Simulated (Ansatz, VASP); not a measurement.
La in VASP and in Ansatz

INCAR

```
ALGO = Normal
EDIFF = 1E-6
ENCUT = 520
GGA = CA
ISIF = 2
ISMEAR = -1
LASPH = T
LCHARG = F
LREAL = F
LWAVE = F
NBANDS = 12
NELM = 60
PREC = Accurate
SIGMA = 0.03
```

Contents of KPOINTS:

```
k-points
0
Gamma
  11 11 11
```

POSCAR

```
La
1.0
   -2.1238310710      2.1238310710      2.1238310710
    2.1238310710     -2.1238310710      2.1238310710
    2.1238310710      2.1238310710     -2.1238310710
La
1
Direct
    0.0000000000      0.0000000000      0.0000000000
```

Input for Ansatz:

```yaml
crystal:
  lattice:
    - [-2.123831071, 2.123831071, 2.123831071]
    - [2.123831071, -2.123831071, 2.123831071]
    - [2.123831071, 2.123831071, -2.123831071]
  atoms:
    - { symbol: La, position: [0.0, 0.0, 0.0] }
kpoints:
  mp_grid: { grid: [11, 11, 11] }
  band_path:
    path:
      - [0.0, 0.0, 0.0]
      - [0.5, -0.5, 0.5]
      - [0.0, 0.0, 0.5]
      - [0.0, 0.0, 0.0]
      - [0.25, 0.25, 0.25]
      - [0.5, -0.5, 0.5]
      - [0.25, 0.25, 0.25]
      - [0.0, 0.0, 0.5]
    npoints: 5
scf:
  occupations: { method: fermi_dirac, width: 0.03 }
hamiltonian:
  xc: lda
  pseudopotentials:
    kind: all_electron
    lapw: { basis_error: 0.0005 }
    relativity: none
output:
  forces: true
  stress: true
  eigenvalues: true
```

Alike in both runs: task single point; functional LDA; k mesh 11 × 11 × 11; occupations fermi-dirac, width 0.03 eV; no spin polarisation.

|  | VASP | Ansatz |
| --- | --- | --- |
| version | VASP 6.6.1 | Ansatz 0.2.0 |
| potentials or method | VASP PAW LDA potentials, release 64 (La), cutoff 520 eV | all-electron LAPW, non-relativistic |

VASP gave:

```
pressure (GPa) : -3.6
```

**Question.** Which values does Ansatz return?

**Answer.** Pressure (GPa): -5.0.

LDA's correlation is that of Perdew and Zunger in VASP and of Perdew and Wang (1992) in Ansatz. Ansatz ran all-electron here, and VASP with PAW potentials.

Spin-orbit coupling is off throughout.
